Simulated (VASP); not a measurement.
# Tl in VASP: a series of runs, part 2 of 3

VASP 6.6.1. Earlier steps stand in the parts before.

### Step 3. Electric field gradients, PBE (x and y stretched by -2 %, z held)

Input file INCAR:

```
PREC     = Accurate       # precision mode
ENCUT    = 520            # plane-wave cutoff, eV
EDIFF    = 1E-8           # SCF threshold, eV
ISMEAR   = -1             # smearing method
SIGMA    = 0.05           # smearing width, eV
LREAL    = False          # projectors in reciprocal space
LASPH    = True           # aspherical terms in the spheres
NELM     = 60             # most SCF steps
ALGO     = Normal         # electronic algorithm
ISIF     = 2              # what is computed and relaxed
LWAVE    = False          # write WAVECAR
LCHARG   = False          # write CHGCAR
GGA      = PE             # functional
LEFG     = True         
NBANDS   = 12             # bands
```

Input file KPOINTS:

```
Automatic mesh
0
Gamma
  14 14 14
```

Input file POSCAR:

```
Tl
1.0
    0.0000000000      2.1217000000      2.1650000000
    2.1217000000      0.0000000000      2.1650000000
    2.1217000000      2.1217000000      0.0000000000
Tl
1
Direct
    0.0000000000      0.0000000000      0.0000000000
```

Potentials or basis: VASP PAW PBE potentials, release 64 (Tl_d).

Launch:

```bash
cat potpaw_PBE.64/Tl_d/POTCAR > POTCAR
mpirun -np 1 vasp_std > vasp.out
```

OUTCAR:

```text
PREC = Accurate
   ENCUT = 520
   EDIFF = 1E-8
   ISMEAR = -1
   LREAL = False
   LASPH = True
   NELM = 60
   ISIF = 2
   GGA = PE

 ion  position               nearest neighbor table
   1  0.000  0.000  0.000-

  LATTYP: Found a body centered tetragonal cell.
 ALAT       =     3.0005369153
 C/A-ratio  =     1.4430750636

  Lattice vectors:

 A1 = (  -2.1217000000,   0.0000000000,   2.1650000000)
 A2 = (   2.1217000000,   0.0000000000,   2.1650000000)
 A3 = (   0.0000000000,   2.1217000000,  -2.1650000000)

Analysis of symmetry for initial positions (statically):
=====================================================================
 Subroutine PRICEL returns:
 Original cell was already a primitive cell.

 Routine SETGRP: Setting up the symmetry group for a
 body centered tetragonal supercell.

 Subroutine GETGRP returns: Found 16 space group operations
 (whereof 16 operations were pure point group operations)
 out of a pool of 16 trial point group operations.

The static configuration has the point symmetry D_4h.

Analysis of symmetry for dynamics (positions and initial velocities):
=====================================================================
 Subroutine PRICEL returns:
 Original cell was already a primitive cell.

 Routine SETGRP: Setting up the symmetry group for a
 body centered tetragonal supercell.

 Subroutine GETGRP returns: Found 16 space group operations
 (whereof 16 operations were pure point group operations)
 out of a pool of 16 trial point group operations.

The dynamic configuration has the point symmetry D_4h.

 Subroutine INISYM returns: Found 16 space group operations
 (whereof 16 operations are pure point group operations),
 and found     1 'primitive' translations

----------------------------------------------------------------------------------------

                                     Primitive cell

  volume of cell :      19.4920

  direct lattice vectors                    reciprocal lattice vectors
     0.000000000  2.121700000  2.165000000    -0.235660084  0.235660084  0.230946882
     2.121700000  0.000000000  2.165000000     0.235660084 -0.235660084  0.230946882
     2.121700000  2.121700000  0.000000000     0.235660084  0.235660084 -0.230946882

  length of vectors
     3.031309270  3.031309270  3.000536915     0.405472333  0.405472333  0.405472333

  position of ions in fractional coordinates (direct lattice)
     0.000000000  0.000000000  0.000000000

  ion indices of the primitive-cell ions
   primitive index   ion index
                 1           1

----------------------------------------------------------------------------------------

 KPOINTS: Automatic mesh

Automatic generation of k-mesh.
 Grid dimensions read from file:
 generate k-points for:   14   14   14

 Generating k-lattice:

  Cartesian coordinates                     Fractional coordinates (reciprocal lattice)
    -0.016832863  0.016832863  0.016496206     0.071428571  0.000000000  0.000000000
[... 73 lines left out ...]
   EFERMI =   0.00;   METHOD = LEGACY
   ISMEAR =    -1;   SIGMA  =   0.05  broadening in eV -4-tet -1-fermi 0-gaus
   EFERMI_NEDOS =   21; number of points for ismear=-14 and -15
   IALGO  =     38    algorithm
   IMIX   =      4    mixing-type and parameters
     AMIX     =   0.40;   BMIX     =  1.00
     AMIX_MAG =   1.60;   BMIX_MAG =  1.00
  volume/ion in A,a.u.               =      19.49       131.54
  Fermi-wavevector in a.u.,A,eV,Ry     =   1.430334  2.702939 27.835535  2.045854
  Thomas-Fermi vector in A             =   2.550190
   LORBIT       =      0    0 simple, 1 ext, 2 COOP (PROOUT), +10 PAW based schemes
   GGA     = PE    functional components
   LHFCALC =     F    Hartree Fock is set to
   AEXX    =    0.0000 exact exchange contribution
   IVDW    =     0    specifies the selected vdW correction
   LEPSILON=     F    determine dielectric tensor
   LRPA    =     F    only Hartree local field effects (RPA)
 non-spin polarized calculation
  energy-cutoff  :      520.00
  volume of cell :       19.49
 maximum number of plane-waves:       540
   NGX = 11   NGY = 11   NGZ = 11

 number of electron      13.0000003 magnetization

 Free energy of the ion-electron system (eV)
  ---------------------------------------------------
  ext. energy  EPLUGINS =         0.00000000
  ---------------------------------------------------
  free energy    TOTEN  =        -1.19520211 eV

  energy without entropy =       -1.19139765  energy(sigma->0) =       -1.19329988

 E-fermi :  11.8055     XC(G=0): -12.2566

 val. band max:       11.8007860169   @ k =  -0.1429   0.4286   0.2857
 cond. band min:      11.8678926915   @ k =  -0.3571   0.2143   0.4286
 fundamental gap:      0.0671066746
 Fermi energy:        11.8055208735

 k-point     1 :       0.0000    0.0000    0.0000
  band No.  band energies     occupation
      1      -1.7438      2.00000
      2      -1.0258      2.00000
      3      -0.9256      2.00000
      4      -0.9256      2.00000
      5      -0.3084      2.00000
      6      -0.2099      2.00000
      7      22.6558      0.00000
      8      24.8846      0.00000
      9      24.9353      0.00000
     10      24.9353      0.00000
     11      30.0314      0.00000
     12      31.1208      0.00000
[... 331 lines left out ...]
 k-point    24 :       0.2857    0.1429    0.0000
  band No.  band energies     occupation
      1      -1.3710      2.00000
      2      -0.8288      2.00000
      3      -0.7035      2.00000
      4      -0.5526      2.00000
      5       0.0501      2.00000
      6       0.9640      2.00000
      7      16.9853      0.00000
      8      21.3198      0.00000
      9      22.5005      0.00000
     10      22.8346      0.00000
     11      26.2556      0.00000
     12      30.7711      0.00000

 [... further k-points ...]

------------------------ aborting loop because EDIFF is reached ----------------------------------------

  FORCE on cell =-STRESS in cart. coord.  units (eV):
  Direction    XX          YY          ZZ          XY          YZ          ZX
  --------------------------------------------------------------------------------------
  -------------------------------------------------------------------------------------
  Total        5.5020598      5.5020598      5.6941625      0.0000000      0.0000000      0.0000000
  in kB      452.2515222    452.2515222    468.0417425      0.0000000      0.0000000      0.0000000
  external PRESSURE =     457.5149290 kB  Pullay stress =       0.0000000 kB

 VOLUME and BASIS-vectors are now :
 -----------------------------------------------------------------------------
  energy-cutoff  :      520.00
  volume of cell :       19.49
      direct lattice vectors                 reciprocal lattice vectors
     0.000000000  2.121700000  2.165000000    -0.235660084  0.235660084  0.230946882
     2.121700000  0.000000000  2.165000000     0.235660084 -0.235660084  0.230946882
     2.121700000  2.121700000  0.000000000     0.235660084  0.235660084 -0.230946882

 POSITION                                       TOTAL-FORCE (eV/Angst)
 -----------------------------------------------------------------------------------
      0.00000      0.00000      0.00000         0.000000      0.000000      0.000000
 -----------------------------------------------------------------------------------
    total drift:                               -0.000000      0.000000      0.000000

  FREE ENERGIE OF THE ION-ELECTRON SYSTEM (eV)
  ---------------------------------------------------
  free  energy   TOTEN  =        -1.1952021069 eV

  energy  without entropy=       -1.1913976502  energy(sigma->0) =       -1.19329988

 Electric field gradients (V/A^2)
---------------------------------------------------------------------
 ion       V_xx      V_yy      V_zz      V_xy      V_xz      V_yz
---------------------------------------------------------------------
   1      -7.533    -7.533    15.065     0.001     0.000     0.000
---------------------------------------------------------------------

 Electric field gradients after diagonalization (V/A^2)
 (convention: |V_zz| > |V_xx| > |V_yy|)
----------------------------------------------------------------------
 ion       V_xx      V_yy      V_zz     asymmetry (V_yy - V_xx)/ V_zz
----------------------------------------------------------------------
   1      -7.533    -7.532    15.065       0.000
----------------------------------------------------------------------

           NMR quadrupolar parameters

 Cq : quadrupolar parameter    Cq=e*Q*V_zz/h
 eta: asymmetry parameters     (V_yy - V_xx)/ V_zz
 Q  : nuclear electric quadrupole moment in mb (millibarn)
----------------------------------------------------------------------
 ion       Cq(MHz)       eta       Q (mb)
----------------------------------------------------------------------
   1       0.036       0.000       1.000
----------------------------------------------------------------------
```

It took 24 s on 1 thread of Intel Xeon Platinum 8488C (Sapphire Rapids), shared host; peak memory 0.17 GiB.

What came out:

* Free energy: -1.1952 eV
* Pressure: 45.8 GPa
* Band gap on the k mesh: zero (an odd number of electrons rules out a gap without spin polarisation)
* Largest electric field gradient by atom: Tl +15.1 V/Å²

Levels at points of the mesh, in eV from the Fermi level:
```csv
k point,band 2,band 3,band 4,band 5,band 6,band 7,band 8,band 9,band 10,band 11
"(0.00, 0.00, 0.00)",-12.83,-12.73,-12.73,-12.11,-12.02,10.85,13.08,13.13,13.13,18.23
"(0.50, 0.00, 0.00)",-12.80,-12.71,-11.49,-11.45,-5.20,-5.09,10.09,10.65,10.93,16.69
"(0.50, 0.50, 0.00)",-13.62,-11.50,-11.32,-11.32,-3.69,-2.85,4.77,4.77,10.02,11.64
"(0.50, 0.00, 0.50)",-13.61,-11.51,-11.35,-11.27,-3.41,-2.42,4.40,4.47,9.66,11.32
```

Electric field gradients, principal values (V/Å²):
```
atom   least  middle  greatest (by size)
1 Tl  -7.532  -7.533              15.065
```

Caveat: the cell differs from its parent crystal (x and y stretched by -2 %, z held); the cell stands under pressure; without QUAD_EFG the Cq values of the log hold for a quadrupole moment of 1 mb, not for the nuclei; spin-orbit coupling is left out, which moves the levels of the heavy elements.

(Continued in part 3 of 3.)
